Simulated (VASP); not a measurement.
FePt:

```xyz
2
Lattice="2.7235 0.0000 0.0000 0.0000 2.7235 0.0000 0.0000 0.0000 3.7200" Properties=species:S:1:pos:R:3 pbc="T T T"
Pt    1.3618    1.3618    1.8600
Fe    0.0000    0.0000    0.0000
```

Base run:

- Program: VASP 6.6.1
- Functional: PBEsol
- Potentials or basis: VASP PAW PBE potentials, release 64 (Pt, Fe)
- Cutoff: 520 eV
- k mesh: 10 × 10 × 7
- Occupations: fermi-dirac, width 0.05 eV
- Spin: collinear spin, ferromagnetic start
- Starting moments: [0.0, 4.5] μB

Its results: pressure -6.3 GPa; net moment 3.27 μB per cell; site moments Pt +0.34; Fe +2.90 μB.

Task: The run is repeated on the same cell with these changes: functional from PBEsol to PBE. What comes out?

Result: Pressure 3.0 GPa; net moment 3.27 μB per cell; site moments Pt +0.34; Fe +2.92 μB.

PBE binds less tightly than PBEsol, so the same cell stands under more pressure.

Caveats: the cell stands under tension (at least some runs); the PAW data sets were made with another functional, which shifts forces and pressure a little (at least some runs).
